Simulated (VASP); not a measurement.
# H4C2O in VASP: single point with PBE

Aim: the single point of H4C2O with PBE.

All numbers are computed with VASP 6.6.1; they aren't measurements. Logs are shortened: lines on timing, memory, paths and dates and some standing lists are left out, and cuts for length are marked.

**1. The cell of the first run**

The cell holds a disordered packing, 28 atoms: a = 7.114 Å, b = 7.114 Å, c = 7.114 Å, α = 90.00°, β = 90.00°, γ = 90.00°.

**2. Single point, PBE**

The input, INCAR:

```
SYSTEM = H4C2O
ALGO = Normal
EDIFF = 1E-6
ENCUT = 1000
GGA = PE
GGA_COMPAT = .False.
ISIF = 2
ISMEAR = -1
LASPH = .True.
LCHARG = .False.
LREAL = Auto
LWAVE = .False.
NBANDS = 56
NELM = 120
PREC = Accurate
SIGMA = 0.05
```

The input, KPOINTS:

```
k-points
0
Gamma
  1 1 1
  0 0 0
```

The input, POSCAR:

```
H4C2O
1.0
    7.1137870000      0.0000000000      0.0000000000
    0.0000000000      7.1137870000      0.0000000000
    0.0000000000      0.0000000000      7.1137870000
C H O
8 16 4
Direct
    0.7603509828      0.7301453693      1.0060954361
    0.8072627340      0.8574478928      0.9040644651
    0.8404164839      0.4869825362      0.4831076199
    0.7156669710      0.6016862683      0.4726090630
    0.6157949694      0.1155085395      0.3401404770
    0.5347931414      0.1640379981      0.1978285500
    0.3406554418      0.6346509666      0.7385272937
    0.2428716249      0.7185640525      0.6274578927
    0.8442911411      0.9726867250      0.8144307269
    0.7185119997      0.6208982074      1.1017039795
    0.6010514263      0.6994541926      0.4666908985
    0.9518219321      0.3848224156      0.4958931172
    0.4651837133      0.2034429777      0.0672261495
    0.6859975020      0.0740061507      0.4682659020
    0.1624202019      0.7938754717      0.5221249129
    0.4275773424      0.5584619379      0.8353736558
    0.2751267023      0.3846253000      0.5195224362
    0.2946279494      0.2001165601      0.4047187160
    0.0923252656      0.4370038959      0.1877017924
    0.0974665639      0.5350653425     -0.0059433058
   -0.0008558151      0.9139222060      0.1994807849
    0.1572621873      0.7708415733      0.2021055665
    0.4193034884     -0.0077320176      0.8212294660
    0.3481876171      0.1555747492      0.6961612382
    0.2149580755      0.2626466579      0.4988923944
    0.1725076909      0.5129339022      0.1067387341
    0.1233200203      0.8943129852      0.2539134692
    0.4419783464      0.1240304433      0.7929555680
```

Potentials or basis: VASP PAW PBE potentials, release 64 (C_h, H_h, O_h).

Started as:

```sh
cat potpaw_PBE.64/C_h/POTCAR potpaw_PBE.64/H_h/POTCAR potpaw_PBE.64/O_h/POTCAR > POTCAR
mpirun -np 1 vasp_gam > vasp.out
```

OUTCAR:

```text
SYSTEM = H4C2O
   EDIFF = 1E-6
   ENCUT = 1000
   GGA = PE
   ISIF = 2
   ISMEAR = -1
   LASPH = .True.
   LREAL = Auto
   NELM = 120
   PREC = Accurate

 ion  position               nearest neighbor table
   1  0.760  0.730  0.006-  10 1.07   2 1.21
   2  0.807  0.857  0.904-   9 1.07   1 1.21
   3  0.840  0.487  0.483-  12 1.08   4 1.21
   4  0.716  0.602  0.473-  11 1.07   3 1.21
   5  0.616  0.116  0.340-  14 1.08   6 1.21
   6  0.535  0.164  0.198-  13 1.09   5 1.21
   7  0.341  0.635  0.739-  16 1.07   8 1.21
   8  0.243  0.719  0.627-  15 1.08   7 1.21
   9  0.844  0.973  0.814-   2 1.07
  10  0.719  0.621  0.102-   1 1.07
  11  0.601  0.699  0.467-   4 1.07
  12  0.952  0.385  0.496-   3 1.08
  13  0.465  0.203  0.067-   6 1.09
  14  0.686  0.074  0.468-   5 1.08
[... 8 lines left out ...]
  23  0.419  0.992  0.821-  28 0.97
  24  0.348  0.156  0.696-  28 0.98
  25  0.215  0.263  0.499-  17 0.98  18 0.98
  26  0.173  0.513  0.107-  19 0.97  20 0.98
  27  0.123  0.894  0.254-  21 0.97  22 0.98
  28  0.442  0.124  0.793-  23 0.97  24 0.98

  LATTYP: Found a simple cubic cell.
 ALAT       =     7.1137870000

  Lattice vectors:

 A1 = (   7.1137870000,   0.0000000000,   0.0000000000)
 A2 = (   0.0000000000,   7.1137870000,   0.0000000000)
 A3 = (   0.0000000000,   0.0000000000,   7.1137870000)

Analysis of symmetry for initial positions (statically):
=====================================================================
 Subroutine PRICEL returns:
 Original cell was already a primitive cell.

 Routine SETGRP: Setting up the symmetry group for a
 simple cubic supercell.

 Subroutine GETGRP returns: Found  1 space group operations
 (whereof  1 operations were pure point group operations)
 out of a pool of 48 trial point group operations.

The static configuration has the point symmetry C_1 .

Analysis of symmetry for dynamics (positions and initial velocities):
=====================================================================
 Subroutine PRICEL returns:
 Original cell was already a primitive cell.

 Routine SETGRP: Setting up the symmetry group for a
 simple cubic supercell.

 Subroutine GETGRP returns: Found  1 space group operations
 (whereof  1 operations were pure point group operations)
 out of a pool of 48 trial point group operations.

The dynamic configuration has the point symmetry C_1 .

 Subroutine INISYM returns: Found  1 space group operations
 (whereof  1 operations are pure point group operations),
[... 128 lines left out ...]
   IBRION =     -1    ionic relax: 0-MD 1-quasi-New 2-CG
   NFREE  =      0    steps in history (QN), initial steepest desc. (CG)
   ISIF   =      2    stress and relaxation
   ISYM   =      2    0-nonsym 1-usesym 2-fastsym
   POTIM  = 0.5000    time-step for ionic-motion
   TEBEG  =    0.0;   TEEND  =   0.0 temperature during run
   PSTRESS=    0.0 pullay stress
   NELECT =      72.0000    total number of electrons
   NUPDOWN=      -1.0000    fix difference up-down
   EMIN   =  10.00;   EMAX   =-10.00  energy-range for DOS
   EFERMI =   0.00;   METHOD = LEGACY
   ISMEAR =    -1;   SIGMA  =   0.05  broadening in eV -4-tet -1-fermi 0-gaus
   EFERMI_NEDOS =   21; number of points for ismear=-14 and -15
   IALGO  =     38    algorithm
   IMIX   =      4    mixing-type and parameters
     AMIX     =   0.40;   BMIX     =  1.00
     AMIX_MAG =   1.60;   BMIX_MAG =  1.00
  volume/ion in A,a.u.               =      12.86        86.76
  Fermi-wavevector in a.u.,A,eV,Ry     =   0.957381  1.809188 12.470806  0.916578
  Thomas-Fermi vector in A             =   2.086394
   LORBIT       =      0    0 simple, 1 ext, 2 COOP (PROOUT), +10 PAW based schemes
   GGA     = PE    functional components
   LHFCALC =     F    Hartree Fock is set to
   AEXX    =    0.0000 exact exchange contribution
   IVDW    =     0    specifies the selected vdW correction
   LEPSILON=     F    determine dielectric tensor
   LRPA    =     F    only Hartree local field effects (RPA)
 non-spin polarized calculation
  energy-cutoff  :     1000.00
  volume of cell :      360.00
 maximum number of plane-waves:     12863
 NGX is ok and might be reduce to    80
   NGX = 37   NGY = 37   NGZ = 37

 number of electron      72.0000000 magnetization

 Free energy of the ion-electron system (eV)
  ---------------------------------------------------
  ext. energy  EPLUGINS =         0.00000000
  ---------------------------------------------------
  free energy    TOTEN  =      -150.44786981 eV

  energy without entropy =     -150.44786981  energy(sigma->0) =     -150.44786981

 E-fermi :  -2.0371     XC(G=0):  -6.5122

 val. band max:       -3.2236330214   @ k =   0.0000   0.0000   0.0000
 cond. band min:       2.0886920603   @ k =   0.0000   0.0000   0.0000
 fundamental gap:      5.3123250817
 Fermi energy:        -2.0371297626

 k-point     1 :       0.0000    0.0000    0.0000
  band No.  band energies     occupation
      1     -22.3645      2.00000
      2     -22.2552      2.00000
      3     -21.4971      2.00000
      4     -21.4500      2.00000
      5     -15.6371      2.00000
      6     -15.5142      2.00000
[... 40 lines left out ...]
     47       4.6682      0.00000
     48       4.9630      0.00000
 [bands above 48 left out]

------------------------ aborting loop because EDIFF is reached ----------------------------------------

  FORCE on cell =-STRESS in cart. coord.  units (eV):
  Direction    XX          YY          ZZ          XY          YZ          ZX
  --------------------------------------------------------------------------------------
  -------------------------------------------------------------------------------------
  Total        0.6603156      0.7335476      0.9910590      0.2527683      0.6629743     -0.3116072
  in kB        2.9387291      3.2646476      4.4107000      1.1249432      2.9505619     -1.3868054
  external PRESSURE =       3.5380256 kB  Pullay stress =       0.0000000 kB

 VOLUME and BASIS-vectors are now :
 -----------------------------------------------------------------------------
  energy-cutoff  :     1000.00
  volume of cell :      360.00
      direct lattice vectors                 reciprocal lattice vectors
     7.113787000  0.000000000  0.000000000     0.140572103  0.000000000  0.000000000
     0.000000000  7.113787000  0.000000000     0.000000000  0.140572103  0.000000000
     0.000000000  0.000000000  7.113787000     0.000000000  0.000000000  0.140572103

 POSITION                                       TOTAL-FORCE (eV/Angst)
 -----------------------------------------------------------------------------------
      5.40897      5.19410      0.04336        -0.019133      0.025264     -0.020637
      5.74270      6.09970      6.43132        -0.010539     -0.002890      0.010350
      5.97854      3.46429      3.43672        -0.005722     -0.033251      0.063288
      5.09110      4.28027      3.36204        -0.017800      0.009825      0.000297
      4.38063      0.82170      2.41969        -0.146691      0.065028     -0.231071
      3.80440      1.16693      1.40731         0.190588     -0.054766      0.295247
[... 20 lines left out ...]
      0.87727      6.36195      1.80629        -0.097960     -0.011221     -0.008954
      3.14414      0.88233      5.64092        -0.015458     -0.055380      0.015586
 -----------------------------------------------------------------------------------
    total drift:                                0.000528     -0.001339      0.002183

  FREE ENERGIE OF THE ION-ELECTRON SYSTEM (eV)
  ---------------------------------------------------
  free  energy   TOTEN  =      -150.4478698106 eV

  energy  without entropy=     -150.4478698105  energy(sigma->0) =     -150.44786981
```

Wall time 70 s (1 thread of Intel Xeon 6975P-C (Granite Rapids), shared host); peak memory 0.94 GiB.

What came out:

| Item | Value |
| --- | --- |
| Free energy | -150.4479 eV |
| Pressure | 0.4 GPa |
| Largest force | 0.356 eV/Å |

Forces on the atoms (eV/Å):
```
C   -0.019  0.025 -0.021
C   -0.011 -0.003  0.010
C   -0.006 -0.033  0.063
C   -0.018  0.010  0.000
C   -0.147  0.065 -0.231
C    0.191 -0.055  0.295
C    0.024 -0.005 -0.039
C   -0.017 -0.023  0.053
H    0.014 -0.036  0.021
H    0.020  0.005 -0.005
H    0.034 -0.012 -0.020
H   -0.018  0.045 -0.042
H    0.187 -0.189  0.191
H   -0.203  0.131 -0.231
H    0.002  0.009 -0.024
H   -0.034  0.019  0.000
H   -0.026 -0.031 -0.028
H   -0.069  0.038  0.027
H    0.070  0.021 -0.017
H    0.071 -0.014  0.074
H    0.029  0.035  0.037
H    0.044 -0.023  0.003
H   -0.001  0.017 -0.033
H   -0.010  0.025  0.017
O    0.130  0.019 -0.069
O   -0.122  0.028 -0.041
O   -0.098 -0.011 -0.009
O   -0.015 -0.055  0.016
```

Levels at points of the mesh, in eV from the Fermi level:
| k point | band 34 | band 35 | band 36 | band 37 | band 38 | band 39 |
| --- | --- | --- | --- | --- | --- | --- |
| (0.00, 0.00, 0.00) | -1.57 | -1.43 | -1.19 | 4.13 | 4.37 | 4.53 |

Caveat: the k points lie up to 0.88 Å⁻¹ apart, too coarse for converged energies, forces and pressures.
